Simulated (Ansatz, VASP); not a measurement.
## AlN in VASP and in Ansatz

POSCAR

```
AlN
1.0
    0.0000000000      2.0834685031      2.0834685031
    2.0834685031      0.0000000000      2.0834685031
    2.0834685031      2.0834685031      0.0000000000
Al N
1 1
Direct
    0.5000000000      0.5000000000      0.5000000000
    0.0000000000      0.0000000000      0.0000000000
```

Contents of INCAR.step1:

```
SYSTEM = AlN
ALGO = Normal
EDIFF = 1E-4
ENCUT = 520
GGA = PE
ISMEAR = 0
LASPH = .True.
LCHARG = .False.
LREAL = .False.
LWAVE = .True.
NBANDS = 11
NELM = 100
PREC = Accurate
SIGMA = 0.02
```

Contents of INCAR.step2:

```
SYSTEM = AlN
ALGO = Normal
EDIFF = 1E-6
ENCUT = 520
ISIF = 2
ISMEAR = 0
ISTART = 1
LASPH = .True.
LCHARG = .True.
LELF = .True.
LMIXTAU = .True.
LREAL = .False.
LVHAR = .True.
LWAVE = .False.
METAGGA = R2SCAN
NBANDS = 11
NELM = 100
PREC = Accurate
SIGMA = 0.02
```

File KPOINTS:

```
k-points
0
Gamma
  10 10 10
  0 0 0
```

Input for Ansatz:

```yaml
crystal:
  lattice:
    - [0.0, 2.0834685031, 2.0834685031]
    - [2.0834685031, 0.0, 2.0834685031]
    - [2.0834685031, 2.0834685031, 0.0]
  atoms:
    - { symbol: Al, position: [0.5, 0.5, 0.5] }
    - { symbol: "N", position: [0.0, 0.0, 0.0] }
basis:
  ecutwfc: 500
kpoints:
  mp_grid: { grid: [10, 10, 10] }
hamiltonian:
  xc: r2scan
scf:
  occupations: { method: gaussian, width: 0.02 }
output:
  forces: true
  stress: true
  eigenvalues: true
  populations: true
```

Alike in both runs: task single point; functional r2SCAN; k mesh 10 × 10 × 10; occupations gaussian, width 0.02 eV; no spin polarisation.

|  | VASP | Ansatz |
| --- | --- | --- |
| version | VASP 6.6.1 | Ansatz 0.2.0 |
| potentials or method | VASP PAW PBE potentials, release 64 (Al, N), cutoff 520 eV | scalar-relativistic, plane waves, PAW |
| valence electrons in the cell | 8 | 8 |

Ansatz gave:

| Property | Result |
| --- | --- |
| gap on the k mesh at the Fermi level (eV) | 4.60 |
| least direct gap on the mesh (eV) | 5.18 |
| pressure (GPa) | -21.6 |

Which values does VASP return?

gap on the k mesh at the Fermi level (eV): 4.60; least direct gap on the mesh (eV): 5.22; pressure (GPa): -22.4.

VASP's potentials were made for PBE, not for r2SCAN.
